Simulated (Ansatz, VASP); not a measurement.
TaN: VASP beside Ansatz

File INCAR:

```
SYSTEM = TaN
PREC = Accurate
ENCUT = 600
EDIFF = 1E-6
ISMEAR = -1
SIGMA = 0.15
LREAL = .False.
LASPH = .True.
NELM = 200
ALGO = Normal
ISIF = 2
LWAVE = .False.
LCHARG = .False.
LMAXMIX = 4
LDAU = .True.
LDAUTYPE = 2
LDAUL = 2 -1
LDAUU = 2 0
LDAUJ = 0 0
LDAUPRINT = 1
NBANDS = 26
GGA_COMPAT = .False.
```

File KPOINTS:

```
regular mesh
0
Gamma
  18 18 8
  0 0 0
```

Contents of POSCAR:

```
TaN
1.0
    2.8604882294      0.0000000000      0.0000000000
   -1.4302441147      2.4772554738      0.0000000000
    0.0000000000      0.0000000000      5.7943207800
Ta N
2 2
Direct
    0.0000000000      0.0000000000      0.0000000000
    0.0000000000      0.0000000000      0.5000000000
    0.3333333333      0.6666666667      0.2500000000
    0.6666666667      0.3333333333      0.7500000000
```

Input for Ansatz:

```yaml
crystal:
  lattice:
    - [2.8604882294, 0.0, 0.0]
    - [-1.4302441147, 2.4772554738, 0.0]
    - [0.0, 0.0, 5.79432078]
  atoms:
    - { symbol: Ta, position: [0.0, 0.0, 0.0] }
    - { symbol: Ta, position: [0.0, 0.0, 0.5] }
    - { symbol: "N", position: [0.3333333333, 0.6666666667, 0.25] }
    - { symbol: "N", position: [0.6666666667, 0.3333333333, 0.75] }
basis:
  ecutwfc: 420
kpoints:
  mp_grid: { grid: [18, 18, 8] }
hamiltonian:
  xc: lda
  hubbard: { sites: [{ species: Ta, l: d, u_eff: 2.0 }], double_counting: fll }
scf:
  occupations: { method: fermi_dirac, width: 0.15 }
output:
  forces: true
  eigenvalues: true
  stress: true
accuracy: high
```

Alike in both runs: task single point; functional LDA; k mesh 18 × 18 × 8; occupations fermi-dirac, width 0.15 eV; no spin polarisation; Hubbard terms Ta d U = 2.0 eV.

```csv
,VASP,Ansatz
version,VASP 6.6.1,Ansatz 0.2.0
potentials or method,"VASP PAW LDA potentials, release 64 (Ta_sv_GW, N), cutoff 600 eV","scalar-relativistic, plane waves, PAW"
valence electrons in the cell,36,36
```

VASP gave:

* gap on the k mesh at the Fermi level (eV): none
* pressure (GPa): 13.3
* traceless stress, the component that is largest in VASP (GPa): 0.97

**Question.** What did Ansatz give for the same quantities?

**Answer.** gap on the k mesh at the Fermi level (eV): none; pressure (GPa): 6.7; traceless stress, the component that is largest in VASP (GPa): 0.20.

LDA's correlation is that of Perdew and Zunger in VASP and of Perdew and Wang (1992) in Ansatz. The programs project onto different local orbitals, so the same U acts differently, and such runs can settle in different states. A gap of «none» marks a metal or a gap that the smearing closes. Ansatz's warnings: filled band counts differ across k points.

Spin-orbit coupling is off throughout.
